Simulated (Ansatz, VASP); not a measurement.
# One calculation of B, two programs

File INCAR:

```
PREC     = Accurate       # precision mode
ENCUT    = 600            # plane-wave cutoff, eV
EDIFF    = 1E-6           # SCF threshold, eV
ISMEAR   = 0              # smearing method
SIGMA    = 0.1            # smearing width, eV
LREAL    = F              # projectors in reciprocal space
LASPH    = T              # aspherical terms in the spheres
NELM     = 80             # most SCF steps
ALGO     = Normal         # electronic algorithm
ISIF     = 3              # what is computed and relaxed
LWAVE    = F              # write WAVECAR
LCHARG   = F              # write CHGCAR
GGA      = PS             # functional
IBRION   = 2              # ionic algorithm
NSW      = 90             # ionic steps
EDIFFG   = -0.04          # ionic threshold
```

Contents of KPOINTS:

```
Automatic mesh
0
Gamma
  9 9 4
```

Contents of POSCAR:

```
B
1.0
    2.3370407808      0.0000000000      0.0000000000
   -1.1685203904      2.0239366858      0.0000000000
    0.0000000000      0.0000000000      6.3651110696
B
4
Direct
    0.0000000000      0.0000000000      0.2500000000
    0.0000000000      0.0000000000      0.7500000000
    0.3333333333      0.6666666667      0.7500000000
    0.6666666667      0.3333333333      0.2500000000
```

Input for Ansatz:

```yaml
crystal:
  lattice:
    - [2.3370407808, 0.0, 0.0]
    - [-1.1685203904, 2.0239366858, 0.0]
    - [0.0, 0.0, 6.3651110696]
  atoms:
    - { symbol: B, position: [0.0, 0.0, 0.25] }
    - { symbol: B, position: [0.0, 0.0, 0.75] }
    - { symbol: B, position: [0.3333333333, 0.6666666667, 0.75] }
    - { symbol: B, position: [0.6666666667, 0.3333333333, 0.25] }
basis:
  ecutwfc: 420
kpoints:
  mp_grid: { grid: [9, 9, 4] }
hamiltonian:
  xc: pbesol
scf:
  occupations: { method: gaussian, width: 0.1 }
  lower_state_search: "off"
output:
  forces: true
  stress: true
  eigenvalues: true
relax:
  adjacent_minimum: "off"
  f_tol: 0.04
  max_steps: 70
  cell: { stress_tol: 0.4 }
```

Alike in both runs: task relaxation of cell and atoms; functional PBEsol; k mesh 9 × 9 × 4; occupations gaussian, width 0.1 eV; no spin polarisation.

|  | VASP | Ansatz |
| --- | --- | --- |
| version | VASP 6.6.1 | Ansatz 0.2.0 |
| potentials or method | VASP PAW PBE potentials, release 64 (B), cutoff 600 eV | scalar-relativistic, plane waves, PAW |
| valence electrons in the cell | 12 | 12 |

|  | VASP | Ansatz | Ansatz less VASP |
| --- | --- | --- | --- |
| gap on the k mesh at the Fermi level, each at its own relaxed structure (eV) | none | none | - |
| relaxed volume (Å³/atom) | 7.72 | 7.73 | +0.010 |
| relaxed length of the cell vector where the two differ most in proportion (Å) | 4.011 | 4.018 | +0.0073 |

VASP's potentials were made for PBE, not for PBEsol. A gap of «none» marks a metal or a gap that the smearing closes.
